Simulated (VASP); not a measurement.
Input of a VASP 6.6.1 run:

INCAR

```
PREC = Accurate
ENCUT = 520
EDIFF = 1E-6
ISMEAR = 0
SIGMA = 0.02
LREAL = F
LASPH = T
NELM = 60
ALGO = Normal
ISIF = 2
LWAVE = F
LCHARG = T
GGA = PS
LELF = T
LVHAR = T
NBANDS = 33
```

Contents of KPOINTS:

```
Automatic mesh
0
Gamma
  10 10 14
```

POSCAR

```
TiO2
1.0
    4.5915991500      0.0000000000      0.0000000000
    0.0000000000      4.5915991500      0.0000000000
    0.0000000000      0.0000000000      2.9390735211
Ti O
2 4
Direct
    0.0000000000      0.0000000000      0.0000000000
    0.5000000000      0.5000000000      0.5000000000
    0.3044221961      0.3044221961      0.0000000000
    0.1955778039      0.8044221961      0.5000000000
    0.6955778039      0.6955778039      0.0000000000
    0.8044221961      0.1955778039      0.5000000000
```

Potentials or basis: VASP PAW PBE potentials, release 64 (Ti_sv, O).

Run with:

```sh
$ cat potpaw_PBE.64/Ti_sv/POTCAR potpaw_PBE.64/O/POTCAR > POTCAR
$ mpirun -np 1 vasp_std > vasp.out
```

Q: Predict the pressure.

A: 0.6 GPa.

Q: Estimate the band gap on the k mesh.

A: 1.84 eV, direct.

Q: Predict the largest force.

A: 0.022 eV/Å.

Forces in eV/Å, atoms in the order of the input:
```
Ti   0.000  0.000  0.000
Ti   0.000  0.000  0.000
O   -0.015 -0.015  0.000
O    0.015 -0.015  0.000
O    0.015  0.015  0.000
O   -0.015  0.015  0.000
```

Caveat: the PAW data sets were made with another functional, which shifts forces and pressure a little.

**What was measured.**

From “Shallow Valence Band of Rutile GeO2 and P-type Doping”, 2020, arxiv:2011.08928, for a bulk crystal of TiO2 at 1.6 K: band gap 3.03 eV (direct).

Measured gap of TiO2: 3.03 eV (direct; 1.6 K; quoted in “Shallow Valence Band of Rutile GeO2 and P-type Doping”, 2020, arxiv:2011.08928). This calculation gives 1.84 eV (-1.19 eV). 2 values of this kind are on record in papers (3.03 to 3.05 eV); this one was drawn at random among those near their median. The value is that of PBEsol on a finite k mesh, which can miss the band edges, without temperature or zero-point motion. Semilocal functionals fall short of measured gaps as a rule.
